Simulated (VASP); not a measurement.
# Mg2Si3N3 (Cmm2) in VASP: further runs

Runs on Mg2Si3N3. Level: PBE. Tasks: single point.

Everything below comes from runs of VASP 6.6.1. Logs are shortened: lines on timing, memory, paths and dates and some standing lists are left out, and cuts for length are marked.

## (1) The cell of the first run

The structure is orthorhombic, space group Cmm2 (No. 35). The conventional cell has a = 5.934 Å, b = 6.797 Å, c = 5.568 Å, α = 90.00°, β = 90.00°, γ = 90.00°. Mg (site symmetry m) has 2 N at 2.09 Å and 1 Si at 2.50 Å within 2.8 Å. Within 2.4 Å of Si (site symmetry m) lie 3 N at 1.78 to 1.82 Å and 1 Si at 2.29 Å. Within 3.0 Å of Si (site symmetry mm2) lie 2 Si at 2.29 Å and 2 Mg at 2.50 Å and 2 N at 2.99 Å. Within 2.4 Å of N (site symmetry mm2) lie 2 Si at 1.78 Å. N (site symmetry 2) has 2 Si at 1.82 Å and 2 Mg at 2.09 Å within 2.4 Å.

## (2) Single point, PBE

INCAR reads:

```
SYSTEM = Mg2Si3N3
ALGO     = Normal         ! electronic algorithm
EDIFF    = 1E-6           ! SCF threshold, eV
ENCUT    = 600            ! plane-wave cutoff, eV
GGA      = PE             ! functional
GGA_COMPAT= .FALSE.      
ISIF     = 2              ! what is computed and relaxed
ISMEAR   = 0              ! smearing method
LASPH    = .TRUE.         ! aspherical terms in the spheres
LCHARG   = .FALSE.        ! write CHGCAR
LREAL    = .FALSE.        ! projectors in reciprocal space
LWAVE    = .FALSE.        ! write WAVECAR
NBANDS   = 26             ! bands
NELM     = 120            ! most SCF steps
PREC     = Accurate       ! precision mode
SIGMA    = 0.2            ! smearing width, eV
```

KPOINTS reads:

```
k-points
0
G
  4 4 4
  0 0 0
```

POSCAR reads:

```
Mg2Si3N3
1.0
    3.3987123551     -2.9668040161      0.0000000000
    3.3987123551      2.9668040161      0.0000000000
    0.0000000000      0.0000000000      5.5680548275
Mg Si N
2 3 3
Direct
    0.7509988078      0.2490011922      0.6812016176
    0.2490011922      0.7509988078      0.6812016176
    0.2768354910      0.2768354910      0.2783554346
    0.0000000000      0.0000000000      0.0430399235
    0.7231645090      0.7231645090      0.2783554346
    0.5000000000      0.5000000000      0.1103728691
    0.5000000000      0.0000000000      0.4637365515
    0.0000000000      0.5000000000      0.4637365515
```

Potentials or basis: VASP PAW PBE potentials, release 64 (Mg, Si, N).

Run with:

```sh
$ cat potpaw_PBE.64/Mg/POTCAR potpaw_PBE.64/Si/POTCAR potpaw_PBE.64/N/POTCAR > POTCAR
$ mpirun -np 1 vasp_std > vasp.out
```

OUTCAR:

```text
SYSTEM = Mg2Si3N3
   EDIFF = 1E-6
   ENCUT = 600
   GGA = PE
   ISIF = 2
   ISMEAR = 0
   LASPH = .TRUE.
   LREAL = .FALSE.
   NELM = 120
   PREC = Accurate

 ion  position               nearest neighbor table
   1  0.751  0.249  0.681-   7 2.09   8 2.09   4 2.50   2 2.95   2 2.98   5 3.09   3 3.09   5 3.28
                             3 3.28   2 3.40   2 3.40
   2  0.249  0.751  0.681-   7 2.09   8 2.09   4 2.50   1 2.95   1 2.98   3 3.09   5 3.09   3 3.28
                             5 3.28   1 3.40   1 3.40
   3  0.277  0.277  0.278-   6 1.78   7 1.82   8 1.82   4 2.29   5 2.99   5 2.99   5 3.03   2 3.09
                             1 3.09   1 3.28   2 3.28
   4  0.000  0.000  0.043-   3 2.29   5 2.29   1 2.50   2 2.50
   5  0.723  0.723  0.278-   6 1.78   7 1.82   8 1.82   4 2.29   3 2.99   3 2.99   3 3.03   2 3.09
                             1 3.09   2 3.28   1 3.28
   6  0.500  0.500  0.110-   3 1.78   5 1.78
   7  0.500  0.000  0.464-   3 1.82   5 1.82   1 2.09   2 2.09
   8  0.000  0.500  0.464-   3 1.82   5 1.82   1 2.09   2 2.09

  LATTYP: Found a base centered orthorhombic cell.
 ALAT       =     5.9336080322
 B/A-ratio  =     1.1455803405
 C/A-ratio  =     0.9383927616

  Lattice vectors:

 A1 = (  -3.3987123551,  -2.9668040161,   0.0000000000)
 A2 = (   3.3987123551,  -2.9668040161,   0.0000000000)
 A3 = (   0.0000000000,   0.0000000000,   5.5680548275)

Analysis of symmetry for initial positions (statically):
=====================================================================
 Subroutine PRICEL returns:
 Original cell was already a primitive cell.

 Routine SETGRP: Setting up the symmetry group for a
 base centered orthorhombic supercell.

 Subroutine GETGRP returns: Found  4 space group operations
 (whereof  4 operations were pure point group operations)
 out of a pool of  8 trial point group operations.

The static configuration has the point symmetry C_2v.

Analysis of symmetry for dynamics (positions and initial velocities):
=====================================================================
 Subroutine PRICEL returns:
 Original cell was already a primitive cell.

 Routine SETGRP: Setting up the symmetry group for a
 base centered orthorhombic supercell.

 Subroutine GETGRP returns: Found  4 space group operations
 (whereof  4 operations were pure point group operations)
 out of a pool of  8 trial point group operations.

The dynamic configuration has the point symmetry C_2v.

 Subroutine INISYM returns: Found  4 space group operations
 (whereof  4 operations are pure point group operations),
 and found     1 'primitive' translations

----------------------------------------------------------------------------------------

                                     Primitive cell

  volume of cell :     112.2889

  direct lattice vectors                    reciprocal lattice vectors
     3.398712355 -2.966804016  0.000000000     0.147114539 -0.168531523  0.000000000
     3.398712355  2.966804016  0.000000000     0.147114539  0.168531523  0.000000000
     0.000000000  0.000000000  5.568054828     0.000000000  0.000000000  0.179595933

  length of vectors
     4.511448963  4.511448963  5.568054828     0.223708654  0.223708654  0.179595933

  position of ions in fractional coordinates (direct lattice)
     0.750998808  0.249001192  0.681201618
     0.249001192  0.750998808  0.681201618
     0.276835491  0.276835491  0.278355435
     0.000000000  0.000000000  0.043039923
     0.723164509  0.723164509  0.278355435
     0.500000000  0.500000000  0.110372869
     0.500000000  0.000000000  0.463736551
     0.000000000  0.500000000  0.463736551

  ion indices of the primitive-cell ions
   primitive index   ion index
                 1           1
                 2           2
                 3           3
                 4           4
                 5           5
                 6           6
                 7           7
                 8           8

----------------------------------------------------------------------------------------

 KPOINTS: k-points

Automatic generation of k-mesh.
 Grid dimensions read from file:
 generate k-points for:    4    4    4

 Generating k-lattice:

  Cartesian coordinates                     Fractional coordinates (reciprocal lattice)
     0.036778635 -0.042132881  0.000000000     0.250000000  0.000000000  0.000000000
     0.036778635  0.042132881  0.000000000     0.000000000  0.250000000  0.000000000
     0.000000000  0.000000000  0.044898983     0.000000000  0.000000000  0.250000000

  Length of vectors
     0.055927163  0.055927163  0.044898983

  Shift w.r.t. Gamma in fractional coordinates (k-lattice)
     0.000000000  0.000000000  0.000000000

 Subroutine IBZKPT returns following result:
 ===========================================

 Found     21 irreducible k-points:

 Following reciprocal coordinates:
            Coordinates               Weight
  0.000000  0.000000  0.000000      1.000000
  0.250000  0.000000  0.000000      4.000000
  0.500000  0.000000  0.000000      2.000000
  0.250000  0.250000  0.000000      2.000000
  0.500000  0.250000  0.000000      4.000000
 -0.250000  0.250000  0.000000      2.000000
[... 13 lines left out ...]
 -0.250000  0.250000  0.500000      2.000000
  0.500000  0.500000  0.500000      1.000000
   k-points           NKPTS =     21   k-points in BZ     NKDIM =     21   number of bands    NBANDS=     26
   number of dos      NEDOS =    301   number of ions     NIONS =      8
   total plane-waves  NPLWV =  62208
   dimension x,y,z NGX =    36 NGY =   36 NGZ =   48
   dimension x,y,z NGXF=    72 NGYF=   72 NGZF=   96
   ions per type =               2   3   3
   NGX,Y,Z   is equivalent  to a cutoff of  13.27, 13.27, 14.33 a.u.
   NGXF,Y,Z  is equivalent  to a cutoff of  26.53, 26.53, 28.66 a.u.
 SYSTEM =  Mg2Si3N3
   PREC   = accura    normal or accurate (medium, high low for compatibility)
   ISTART =      0    job   : 0-new  1-cont  2-samecut
   ICHARG =      2    charge: 1-file 2-atom 10-const
   ISPIN  =      1    spin polarized calculation?
   LNONCOLLINEAR =      F non collinear calculations
   LSORBIT =      F    spin-orbit coupling
   LASPH  =      T    aspherical Exc in radial PAW
   ENCUT  =  600.0 eV  44.10 Ry    6.64 a.u.   9.01  9.01 11.12*2*pi/ulx,y,z
   NELM   =    120;   NELMIN=  2; NELMDL= -5     # of ELM steps
   EDIFF  = 0.1E-05   stopping-criterion for ELM
   LREAL  =      F    real-space projection
   EDIFFG = 0.1E-04   stopping-criterion for IOM
   NSW    =      0    number of steps for IOM
   IBRION =     -1    ionic relax: 0-MD 1-quasi-New 2-CG
   NFREE  =      0    steps in history (QN), initial steepest desc. (CG)
   ISIF   =      2    stress and relaxation
   ISYM   =      2    0-nonsym 1-usesym 2-fastsym
   POTIM  = 0.5000    time-step for ionic-motion
   TEBEG  =    0.0;   TEEND  =   0.0 temperature during run
   PSTRESS=    0.0 pullay stress
   NELECT =      31.0000    total number of electrons
   NUPDOWN=      -1.0000    fix difference up-down
   EMIN   =  10.00;   EMAX   =-10.00  energy-range for DOS
   EFERMI =   0.00;   METHOD = LEGACY
   ISMEAR =     0;   SIGMA  =   0.20  broadening in eV -4-tet -1-fermi 0-gaus
   EFERMI_NEDOS =   21; number of points for ismear=-14 and -15
   IALGO  =     38    algorithm
   IMIX   =      4    mixing-type and parameters
     AMIX     =   0.40;   BMIX     =  1.00
     AMIX_MAG =   1.60;   BMIX_MAG =  1.00
  volume/ion in A,a.u.               =      14.04        94.72
  Fermi-wavevector in a.u.,A,eV,Ry     =   1.065982  2.014414 15.460535  1.136317
  Thomas-Fermi vector in A             =   2.201551
   LORBIT       =      0    0 simple, 1 ext, 2 COOP (PROOUT), +10 PAW based schemes
   GGA     = PE    functional components
   LHFCALC =     F    Hartree Fock is set to
   AEXX    =    0.0000 exact exchange contribution
   IVDW    =     0    specifies the selected vdW correction
   LEPSILON=     F    determine dielectric tensor
   LRPA    =     F    only Hartree local field effects (RPA)
 non-spin polarized calculation
 Gauss-broadening in eV      SIGMA  =   0.20
  energy-cutoff  :      600.00
  volume of cell :      112.29
 maximum number of plane-waves:      3776
   NGX = 19   NGY = 19   NGZ = 23

 number of electron      31.0000002 magnetization

 Free energy of the ion-electron system (eV)
  ---------------------------------------------------
  ext. energy  EPLUGINS =         0.00000000
  ---------------------------------------------------
  free energy    TOTEN  =       -47.35307427 eV

  energy without entropy =      -47.30884978  energy(sigma->0) =      -47.33096202

 E-fermi :   6.0504     XC(G=0):  -9.8726

 val. band max:        5.9866696491   @ k =   0.2500   0.0000   0.2500
 cond. band min:       6.0651983024   @ k =   0.5000   0.2500   0.0000
 fundamental gap:      0.0785286534
 Fermi energy:         6.0503895740

 k-point     1 :       0.0000    0.0000    0.0000
  band No.  band energies     occupation
      1     -11.3822      2.00000
      2      -9.1943      2.00000
      3      -9.0298      2.00000
      4      -3.4463      2.00000
      5      -2.6693      2.00000
      6      -0.9034      2.00000
[... 18 lines left out ...]
     25      12.8823      0.00000
     26      13.9770      0.00000

 k-point     2 :       0.2500    0.0000    0.0000
  band No.  band energies     occupation
      1     -11.1356      2.00000
      2      -9.5502      2.00000
      3      -9.0309      2.00000
      4      -3.4876      2.00000
      5      -2.1814      2.00000
      6      -0.7520      2.00000
[... 18 lines left out ...]
     25      13.0533      0.00000
     26      13.5428      0.00000

 k-point     3 :       0.5000    0.0000    0.0000
  band No.  band energies     occupation
      1     -10.6568      2.00000
      2     -10.1529      2.00000
      3      -9.0110      2.00000
      4      -3.4688      2.00000
      5      -1.1751      2.00000
      6      -1.1690      2.00000
[... 18 lines left out ...]
     25      12.4773      0.00000
     26      12.7243      0.00000

 k-point     4 :       0.2500    0.2500    0.0000
  band No.  band energies     occupation
      1     -11.0364      2.00000
      2      -9.3494      2.00000
      3      -9.2613      2.00000
      4      -4.0110      2.00000
      5      -1.9336      2.00000
      6      -1.1639      2.00000
[... 18 lines left out ...]
     25      12.7682      0.00000
     26      13.0914      0.00000
[... 409 lines left out ...]
      1     -10.5543      2.00000
      2      -9.9767      2.00000
      3      -9.1994      2.00000
      4      -3.6457      2.00000
      5      -2.2560      2.00000
      6      -1.8170      2.00000
[... 18 lines left out ...]
     25      12.2077      0.00000
     26      12.8915      0.00000

 k-point    20 :      -0.2500    0.2500    0.5000
  band No.  band energies     occupation
      1     -10.7337      2.00000
      2      -9.9356      2.00000
      3      -9.1377      2.00000
      4      -3.1607      2.00000
      5      -2.4081      2.00000
      6      -1.4673      2.00000
[... 18 lines left out ...]
     25      12.5250      0.00000
     26      13.3074      0.00000

 k-point    21 :       0.5000    0.5000    0.5000
  band No.  band energies     occupation
      1     -10.4857      2.00000
      2      -9.6756      2.00000
      3      -9.4857      2.00000
      4      -3.7479      2.00000
      5      -2.6025      2.00000
      6      -2.0473      2.00000
[... 18 lines left out ...]
     25      13.3453      0.00000
     26      13.3715      0.00000

------------------------ aborting loop because EDIFF is reached ----------------------------------------

  FORCE on cell =-STRESS in cart. coord.  units (eV):
  Direction    XX          YY          ZZ          XY          YZ          ZX
  --------------------------------------------------------------------------------------
  -------------------------------------------------------------------------------------
  Total       -0.1211960     -0.2368786     -0.0046674      0.0000000      0.0000000      0.0000000
  in kB       -1.7292672     -3.3798678     -0.0665965      0.0000000      0.0000000      0.0000000
  external PRESSURE =      -1.7252438 kB  Pullay stress =       0.0000000 kB

 VOLUME and BASIS-vectors are now :
 -----------------------------------------------------------------------------
  energy-cutoff  :      600.00
  volume of cell :      112.29
      direct lattice vectors                 reciprocal lattice vectors
     3.398712355 -2.966804016  0.000000000     0.147114539 -0.168531523  0.000000000
     3.398712355  2.966804016  0.000000000     0.147114539  0.168531523  0.000000000
     0.000000000  0.000000000  5.568054828     0.000000000  0.000000000  0.179595933

 POSITION                                       TOTAL-FORCE (eV/Angst)
 -----------------------------------------------------------------------------------
      3.39871     -1.48933      3.79297         0.000000     -0.011001     -0.021122
      3.39871      1.48933      3.79297         0.000000      0.011001     -0.021122
      1.88177      0.00000      1.54990         0.010160      0.000000      0.011157
      0.00000      0.00000      0.23965         0.000000      0.000000      0.016854
      4.91566      0.00000      1.54990        -0.010160      0.000000      0.011157
      3.39871      0.00000      0.61456         0.000000      0.000000      0.030756
      1.69936     -1.48340      2.58211         0.000000     -0.000000     -0.013840
      1.69936      1.48340      2.58211         0.000000      0.000000     -0.013840
 -----------------------------------------------------------------------------------
    total drift:                               -0.000000      0.000000     -0.000489

  FREE ENERGIE OF THE ION-ELECTRON SYSTEM (eV)
  ---------------------------------------------------
  free  energy   TOTEN  =       -47.3530742718 eV

  energy  without entropy=      -47.3088497780  energy(sigma->0) =      -47.33096202
```

Run time: 33 s. Hardware: 1 thread of Intel Xeon 6975P-C (Granite Rapids), shared host; peak memory 0.26 GiB.

Results:

```yaml
Free_energy: -47.3531 eV
Pressure: -0.2 GPa
Largest_force: 0.031 eV/Å
```

Forces in eV/Å, atoms in the order of the input:
```
Mg   0.000 -0.011 -0.021
Mg   0.000  0.011 -0.021
Si   0.010  0.000  0.011
Si   0.000  0.000  0.017
Si  -0.010  0.000  0.011
N    0.000  0.000  0.031
N    0.000  0.000 -0.014
N    0.000  0.000 -0.014
```

Stress tensor (GPa, compression positive):
```
-0.17  0.00  0.00
 0.00 -0.34  0.00
 0.00  0.00 -0.01
```

Levels at points of the mesh, in eV from the Fermi level:
```
           k point  band 11  band 12  band 13  band 14  band 15  band 16  band 17  band 18  band 19  band 20
(0.00, 0.00, 0.00)    -4.14    -3.91    -2.83    -1.70    -1.65    -0.38     0.82     1.02     1.39     2.40
(0.50, 0.00, 0.00)    -4.04    -3.99    -2.73    -2.59    -1.79    -0.51     1.04     2.85     2.94     3.57
(0.50, 0.50, 0.00)    -3.96    -3.80    -2.94    -2.78    -2.63     0.54     1.47     2.82     3.15     3.76
(0.00, 0.00, 0.50)    -4.34    -4.08    -3.46    -3.22    -1.92     0.95     1.07     1.65     2.53     2.87
(0.50, 0.00, 0.50)    -4.38    -3.41    -2.64    -2.56    -1.75    -0.31     1.18     2.68     3.44     4.16
(0.50, 0.50, 0.50)    -3.26    -2.89    -2.78    -2.01    -1.46     0.55     0.94     1.03     3.32     3.53
```

## (3) Single point, PBE

INCAR reads:

```
SYSTEM = Mg2Si3N3
PREC = Accurate
ENCUT = 600
EDIFF = 1E-6
ISMEAR = 0
SIGMA = 0.2
LREAL = .False.
LASPH = .True.
NELM = 120
ALGO = Normal
ISIF = 2
LWAVE = .False.
LCHARG = .False.
GGA = PE
NBANDS = 26
GGA_COMPAT = .False.
```

KPOINTS reads:

```
regular mesh
0
Gamma
  6 6 4
  0 0 0
```

POSCAR reads:

```
Mg2Si3N3
1.0
    2.9608969692     -3.4004946253      0.0000000000
    2.9608969692      3.4004946253      0.0000000000
    0.0000000000      0.0000000000      5.5767168055
Mg Si N
2 3 3
Direct
    0.7513591810      0.7513591810      0.6808484027
    0.2486408190      0.2486408190      0.6808484027
    0.7229058962      0.2770941038      0.2784309498
    0.0000000000      0.0000000000      0.0438079411
    0.2770941038      0.7229058962      0.2784309498
    0.5000000000      0.5000000000      0.1099558646
    1.0000000000      0.5000000000      0.4638387447
    0.5000000000      1.0000000000      0.4638387447
```

Potentials or basis: VASP PAW PBE potentials, release 64 (Mg, Si, N).

Run with:

```sh
$ cat potpaw_PBE.64/Mg/POTCAR potpaw_PBE.64/Si/POTCAR potpaw_PBE.64/N/POTCAR > POTCAR
$ mpirun -np 1 vasp_std > vasp.out
```

Run time: 61 s. Hardware: 1 thread of Intel Xeon 6975P-C (Granite Rapids), shared host; peak memory 0.3 GiB.

It converged, with:

- Free energy: -47.3628 eV
- Pressure: -0.2 GPa
- Largest force: 0.050 eV/Å

Forces in eV/Å, atoms in the order of the input:
```
Mg   0.033  0.000  0.015
Mg  -0.033  0.000  0.015
Si   0.000 -0.032 -0.039
Si   0.000  0.000 -0.009
Si   0.000  0.032 -0.039
N    0.000  0.000  0.048
N    0.000  0.000  0.005
N    0.000  0.000  0.005
```

Stress tensor (GPa, compression positive):
```
 0.02  0.00  0.00
 0.00 -0.32  0.00
 0.00  0.00 -0.29
```

Levels at points of the mesh, in eV from the Fermi level:
```tsv
k point	band 13	band 14	band 15	band 16	band 17	band 18	band 19	band 20
(0.00, 0.00, 0.00)	-2.82	-1.67	-1.62	-0.36	0.84	1.08	1.42	2.41
(0.50, 0.00, 0.00)	-2.69	-2.57	-1.76	-0.46	1.06	2.88	2.96	3.60
(0.50, 0.50, 0.00)	-2.91	-2.76	-2.58	0.60	1.49	2.85	3.18	3.81
(0.00, 0.00, 0.50)	-3.42	-3.20	-1.89	1.02	1.08	1.66	2.55	2.88
(0.50, 0.00, 0.50)	-2.61	-2.53	-1.73	-0.26	1.19	2.69	3.47	4.18
(0.50, 0.50, 0.50)	-2.76	-1.98	-1.43	0.61	0.95	1.06	3.34	3.53
```
